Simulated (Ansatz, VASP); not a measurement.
## One calculation of GaSb3, two programs

```xyz
4
Lattice="0.0000 3.6754 3.8772 3.6754 0.0000 3.8772 3.6754 3.6754 0.0000" Properties=species:S:1:pos:R:3 pbc="T T T"
Ga    0.0000    0.0000    0.0000
Sb    1.8377    1.8377    1.9386
Sb    5.5131    5.5131    5.8157
Sb    3.6754    3.6754    3.8772
```

Alike in both runs: task single point; functional PBEsol; k mesh 10 × 10 × 10; occupations gaussian, width 0.15 eV; no spin polarisation.

```csv
,VASP,Ansatz
version,VASP 6.6.1,Ansatz 0.2.0
potentials or method,"VASP PAW PBE potentials, release 64 (Ga_d, Sb), cutoff 520 eV","scalar-relativistic, plane waves, PAW"
valence electrons in the cell,28,58
```

```tsv
	VASP	Ansatz	Ansatz less VASP
gap on the k mesh at the Fermi level (eV)	none	none	-
pressure (GPa)	-3.9	-3.9	+0.03
traceless stress, the component that is largest in VASP (GPa)	-0.83	-0.83	+0.003
```

VASP's potentials were made for PBE, not for PBEsol, and Ansatz warns of the same on its side. A gap of «none» marks a metal or a gap that the smearing closes. VASP's potentials hold 28 valence electrons a cell and Ansatz's 58, so a difference there can come from the potentials and not from the codes.

Spin-orbit coupling is off throughout.
